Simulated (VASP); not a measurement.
# Zr9N11 (a cell with a defect) in VASP: single point with PBE

Aim: the single point of Zr9N11 (a cell with a defect) with PBE.

Program: VASP 6.6.1. These are calculated values, not measurements. Logs are shortened: lines on timing, memory, paths and dates and some standing lists are left out, and cuts for length are marked.

**1. The cell of the first run**

The cell holds a defect, 20 atoms: a = 5.962 Å, b = 5.962 Å, c = 8.698 Å, α = 83.44°, β = 76.79°, γ = 60.00°.

**2. Single point, PBE**

Contents of INCAR:

```
SYSTEM = Zr9N11
PREC = Accurate
ENCUT = 520
EDIFF = 1E-6
ISMEAR = 0
SIGMA = 0.05
LREAL = Auto
LASPH = .True.
NELM = 60
ALGO = Normal
ISIF = 2
LWAVE = .False.
LCHARG = .False.
GGA = PE
NELECT = 160.0
NBANDS = 98
```

Contents of KPOINTS:

```
Automatic mesh
0
Gamma
  4 4 4
  0 0 0
```

Contents of POSCAR:

```
Zr9N11
1.0
    0.0000000000     -5.9619910123      0.0000000000
    5.1632356738     -2.9809955061      0.0000000000
    0.0000000000     -1.9873303374      8.4679891808
Zr N
9 11
Direct
    0.4552929549      0.6881688585      0.6501215203
    0.1145068218      0.3631013803      0.6515478329
    0.7721436421      1.0121542634      0.6993166705
    0.8934477755      0.6470002942      0.3056046654
    0.5445471381      0.3193396746      0.3399403257
    0.2279424387     -0.0143865213      0.3392160687
    0.6633311635      0.6601240415     -0.0072243833
    0.3309723755      0.3353676085     -0.0037410298
    1.0015003163      0.0017091995      0.0113579503
    0.0309533620      0.6607443889      0.8583969399
    0.7002705321      0.3541271628      0.8636460019
    0.4012576828     -0.0072286067      0.8640424360
    0.4811962075      0.3337593147      0.5969040456
    0.1266879146      0.0132699734      0.6000386741
    0.5340264828      0.6549352409      0.3945423085
    0.1961476275      0.3269513744      0.3984783079
    0.8219082001     -0.2213294283      0.5294719802
    0.2628013386      0.6736707793      0.1444491690
    0.9611065437      0.3088654287      0.1461457937
    0.6351089628      1.0007670241      0.1522973131
```

Potentials or basis: VASP PAW PBE potentials, release 64 (Zr_sv, N).

Run with:

```sh
cat potpaw_PBE.64/Zr_sv/POTCAR potpaw_PBE.64/N/POTCAR > POTCAR
mpirun -np 1 vasp_std > vasp.out
```

OUTCAR:

```text
SYSTEM = Zr9N11
   PREC = Accurate
   ENCUT = 520
   EDIFF = 1E-6
   ISMEAR = 0
   LREAL = Auto
   LASPH = .True.
   NELM = 60
   ISIF = 2
   GGA = PE
   NELECT = 160.0

 ion  position               nearest neighbor table
   1  0.455  0.688  0.650-  14 2.05  13 2.14  15 2.18  17 2.48  12 2.60  11 2.65  10 2.82   6 3.24
                             2 3.41   3 3.42   2 3.44   4 3.44   7 3.44   5 3.45   3 3.47   2 3.48
   2  0.115  0.363  0.652-  13 2.05  14 2.15  16 2.15  10 2.46  17 2.50  11 2.74  12 2.82   5 3.21
                             3 3.38   1 3.41   1 3.44   6 3.46   7 3.46   4 3.47   8 3.48   1 3.48
   3  0.772  0.012  0.699-  17 2.02  14 2.10  13 2.11  12 2.39  10 2.40  11 2.43   8 3.20   7 3.27
                             9 3.29   2 3.38   1 3.42   1 3.47   2 3.50   1 3.52   2 3.52   6 3.61
   4  0.893  0.647  0.306-  17 2.06  15 2.08  16 2.10  20 2.38  19 2.39  18 2.39   8 3.25   9 3.29
                             7 3.29   6 3.39   6 3.43   5 3.43   1 3.44   5 3.45   2 3.47   5 3.48
   5  0.545  0.319  0.340-  16 2.00  15 2.08  13 2.18  20 2.42  19 2.64  18 2.67   2 3.21   6 3.36
                             9 3.42   4 3.43   6 3.44   4 3.45   1 3.45   8 3.48   4 3.48   6 3.53
   6  0.228  0.986  0.339-  15 2.01  16 2.06  14 2.21  19 2.55  18 2.56  20 2.63   1 3.24   5 3.36
                             4 3.39   9 3.40   4 3.43   5 3.44   2 3.46   7 3.51   5 3.53   4 3.54
   7  0.663  0.660  0.993-  11 2.14  12 2.20  10 2.24  18 2.42  19 2.46  20 2.50   3 3.27   4 3.29
                             8 3.39   9 3.39   9 3.40   1 3.44   8 3.45   2 3.46   8 3.49   6 3.51
   8  0.331  0.335  0.996-  12 2.27  11 2.29  10 2.32  18 2.33  19 2.36  20 2.45   3 3.20   4 3.25
                             7 3.39   9 3.40   9 3.44   7 3.45   5 3.48   2 3.48   7 3.49   9 3.49
   9  0.002  0.002  0.011-  19 2.17  18 2.20  20 2.25  12 2.41  11 2.44  10 2.47   4 3.29   3 3.29
                             7 3.39   6 3.40   8 3.40   7 3.40   5 3.42   8 3.44   8 3.49   7 3.55
  10  0.031  0.661  0.858-   7 2.24   8 2.32   3 2.40   2 2.46   9 2.47   1 2.82
  11  0.700  0.354  0.864-   7 2.14   8 2.29   3 2.43   9 2.44   1 2.65   2 2.74
  12  0.401  0.993  0.864-   7 2.20   8 2.27   3 2.39   9 2.41   1 2.60   2 2.82
  13  0.481  0.334  0.597-   2 2.05   3 2.11   1 2.14   5 2.18
  14  0.127  0.013  0.600-   1 2.05   3 2.10   2 2.15   6 2.21
  15  0.534  0.655  0.395-   6 2.01   5 2.08   4 2.08   1 2.18
  16  0.196  0.327  0.398-   5 2.00   6 2.06   4 2.10   2 2.15
  17  0.822  0.779  0.529-   3 2.02   4 2.06   1 2.48   2 2.50
  18  0.263  0.674  0.144-   9 2.20   8 2.33   4 2.39   7 2.42   6 2.56   5 2.67
  19  0.961  0.309  0.146-   9 2.17   8 2.36   4 2.39   7 2.46   6 2.55   5 2.64
  20  0.635  0.001  0.152-   9 2.25   4 2.38   5 2.42   8 2.45   7 2.50   6 2.63

  LATTYP: Found a base centered monoclinic cell.
 ALAT       =     5.9619910123
 B/A-ratio  =     1.7320508076
 C/A-ratio  =     1.4589193922
 COS(beta)  =    -0.2284796097

  Lattice vectors:

 A1 = (   5.1632356738,   2.9809955062,   0.0000000000)
 A2 = (  -5.1632356738,   2.9809955061,   0.0000000000)
 A3 = (   0.0000000000,  -1.9873303374,   8.4679891808)

Analysis of symmetry for initial positions (statically):
=====================================================================
[... 180 lines left out ...]
     AMIX_MAG =   1.60;   BMIX_MAG =  1.00
  volume/ion in A,a.u.               =      13.03        87.95
  Fermi-wavevector in a.u.,A,eV,Ry     =   1.391288  2.629153 26.336548  1.935682
  Thomas-Fermi vector in A             =   2.515141
   LORBIT       =      0    0 simple, 1 ext, 2 COOP (PROOUT), +10 PAW based schemes
   GGA     = PE    functional components
   LHFCALC =     F    Hartree Fock is set to
   AEXX    =    0.0000 exact exchange contribution
   IVDW    =     0    specifies the selected vdW correction
   LEPSILON=     F    determine dielectric tensor
   LRPA    =     F    only Hartree local field effects (RPA)
 non-spin polarized calculation
 Gauss-broadening in eV      SIGMA  =   0.05
  energy-cutoff  :      520.00
  volume of cell :      260.67
 maximum number of plane-waves:      7048
 NGX is ok and might be reduce to    48
   NGX = 23   NGY = 23   NGZ = 33

 number of electron     160.0000000 magnetization

 Free energy of the ion-electron system (eV)
  ---------------------------------------------------
  ext. energy  EPLUGINS =         0.00000000
  ---------------------------------------------------
  free energy    TOTEN  =      -225.77569393 eV

  energy without entropy =     -225.77569393  energy(sigma->0) =     -225.77569393

 E-fermi :   8.5229     XC(G=0): -11.5606

 val. band max:        8.1962857226   @ k =   0.0000   0.0000   0.0000
 cond. band min:       9.1220561317   @ k =   0.5000  -0.0000   0.5000
 fundamental gap:      0.9257704092
 Fermi energy:         8.5229334329

 k-point     1 :       0.0000    0.0000    0.0000
  band No.  band energies     occupation
      1     -40.4154      2.00000
      2     -40.1355      2.00000
      3     -40.0727      2.00000
      4     -39.9984      2.00000
      5     -39.9501      2.00000
      6     -39.9083      2.00000
[... 2269 lines left out ...]
     91      11.8332      0.00000
     92      11.9541      0.00000

 [... further k-points ...]

 [bands above 92 left out]

------------------------ aborting loop because EDIFF is reached ----------------------------------------

  FORCE on cell =-STRESS in cart. coord.  units (eV):
  Direction    XX          YY          ZZ          XY          YZ          ZX
  --------------------------------------------------------------------------------------
  -------------------------------------------------------------------------------------
  Total      -42.1929966    -41.2387832    -40.3780327      0.9019608     -1.6235065      4.1969395
  in kB     -259.3327662   -253.4678402   -248.1773699      5.5437635     -9.9786331     25.7958432
  external PRESSURE =    -253.6593254 kB  Pullay stress =       0.0000000 kB

 VOLUME and BASIS-vectors are now :
 -----------------------------------------------------------------------------
  energy-cutoff  :      520.00
  volume of cell :      260.67
      direct lattice vectors                 reciprocal lattice vectors
     0.000000000 -5.961991012  0.000000000    -0.096838500 -0.167729203 -0.039363930
     5.163235674 -2.980995506  0.000000000     0.193677001  0.000000000  0.000000000
     0.000000000 -1.987330337  8.467989181     0.000000000  0.000000000  0.118091790

 POSITION                                       TOTAL-FORCE (eV/Angst)
 -----------------------------------------------------------------------------------
      3.55318     -6.05789      5.50522         0.033025     -0.185140     -0.120453
      1.87478     -3.05993      5.51730         0.117846      0.051219     -0.076183
      0.06276     -6.02952      5.92181        -0.018821      0.008701     -0.010913
      3.34061     -7.86277      2.58786        -0.011389     -0.006204      0.066684
      1.64883     -4.87411      2.87861         0.208955     -0.063420     -0.226166
      5.08895     -4.97123      2.87248         0.166325     -0.171085     -0.239974
[... 12 lines left out ...]
      1.59474     -6.94127      1.23756         0.029080      0.010023      0.106136
      0.00396     -4.09147      1.28965         0.006801     -0.010892      0.083998
 -----------------------------------------------------------------------------------
    total drift:                               -0.001200      0.001348      0.000874

  FREE ENERGIE OF THE ION-ELECTRON SYSTEM (eV)
  ---------------------------------------------------
  free  energy   TOTEN  =      -225.7756939331 eV

  energy  without entropy=     -225.7756939331  energy(sigma->0) =     -225.77569393
```

OSZICAR:

```text
N       E                     dE             d eps       ncg     rms          rms(c)
DAV:   1     0.160284918907E+04    0.16028E+04   -0.85971E+04  7056   0.165E+03
DAV:   2    -0.923921779477E+02   -0.16952E+04   -0.16273E+04  8160   0.482E+02
DAV:   3    -0.259032832043E+03   -0.16664E+03   -0.16523E+03 10368   0.130E+02
DAV:   4    -0.270444003528E+03   -0.11411E+02   -0.11393E+02 10720   0.296E+01
DAV:   5    -0.271248635685E+03   -0.80463E+00   -0.80452E+00 10376   0.631E+00    0.669E+01
DAV:   6    -0.226255844114E+03    0.44993E+02   -0.28350E+02  8230   0.470E+01    0.261E+01
DAV:   7    -0.225925850687E+03    0.32999E+00   -0.27924E+01  9464   0.141E+01    0.159E+01
DAV:   8    -0.225794137602E+03    0.13171E+00   -0.25668E+00  9640   0.557E+00    0.268E+00
DAV:   9    -0.225771112959E+03    0.23025E-01   -0.50733E-01 10104   0.245E+00    0.123E+00
DAV:  10    -0.225774485973E+03   -0.33730E-02   -0.52936E-02  8936   0.875E-01    0.640E-01
DAV:  11    -0.225775610311E+03   -0.11243E-02   -0.19623E-02 10704   0.506E-01    0.231E-01
DAV:  12    -0.225775693729E+03   -0.83419E-04   -0.21938E-03  9400   0.185E-01    0.633E-02
DAV:  13    -0.225775700833E+03   -0.71041E-05   -0.34435E-04  8840   0.580E-02    0.386E-02
DAV:  14    -0.225775693711E+03    0.71229E-05   -0.39715E-05  9472   0.221E-02    0.897E-03
DAV:  15    -0.225775693933E+03   -0.22251E-06   -0.69553E-06  7376   0.894E-03
   1 F= -.22577569E+03 E0= -.22577569E+03  d E =-.128454E-21
```

stdout:

```text
POSCAR found type information on POSCAR ZrN
 POSCAR found :  2 types and      20 ions
 scaLAPACK will be used
 LDA part: xc-table for (Slater+PW92), standard interpolation
 POSCAR, INCAR and KPOINTS ok, starting setup
 FFT: planning ... GRIDC
 FFT: planning ... GRID_SOFT
 FFT: planning ... GRID
 WAVECAR not read
 entering main loop
 the old and the new charge density differ
 old charge density:   163.00000 new  160.00000
    0.669E+01
```

Run time: 49 min. Hardware: 1 thread of Oxide Virtual Turin-like, shared host; peak memory 0.72 GiB.

What came out:

```
Free energy   : -225.7757 eV
Largest force : 1.252 eV/Å
```

Forces on the atoms (eV/Å):
```
Zr   0.033 -0.185 -0.120
Zr   0.118  0.051 -0.076
Zr  -0.019  0.009 -0.011
Zr  -0.011 -0.006  0.067
Zr   0.209 -0.063 -0.226
Zr   0.166 -0.171 -0.240
Zr   0.015  0.006  0.017
Zr   0.083  0.022 -0.144
Zr  -0.004  0.011  0.006
N   -0.004 -0.056  0.094
N    0.003  0.004  0.050
N    0.053 -0.006  0.047
N   -0.028 -0.107 -0.137
N    0.067  0.077 -0.146
N    0.059  0.003 -0.106
N    0.041 -0.068 -0.081
N   -0.851  0.533  0.748
N    0.034 -0.051  0.067
N    0.029  0.010  0.106
N    0.007 -0.011  0.084
```

Levels at points of the mesh, in eV from the Fermi level:
```
           k point  band 78  band 79  band 80  band 81  band 82  band 83
(0.00, 0.00, 0.00)    -0.78    -0.61    -0.33     1.12     1.55     1.67
(0.50, 0.00, 0.00)    -0.98    -0.85    -0.63     1.05     1.33     1.93
(0.50, 0.50, 0.00)    -0.95    -0.70    -0.50     0.76     1.53     1.88
(0.00, 0.50, 0.00)    -0.98    -0.70    -0.58     1.05     1.56     1.84
(0.00, 0.00, 0.50)    -0.84    -0.60    -0.55     1.21     1.72     1.76
(0.50, 0.00, 0.50)    -0.97    -0.74    -0.58     0.60     1.72     1.86
(0.50, 0.50, 0.50)    -0.99    -0.77    -0.51     0.99     1.40     1.80
(0.00, 0.50, 0.50)    -0.85    -0.74    -0.51     0.83     1.50     1.81
```

Caveat: the cell carries a net charge on a neutralising background, which shifts energy and pressure; the cell is charged against a uniform background, so pressure and absolute levels hang on convention.
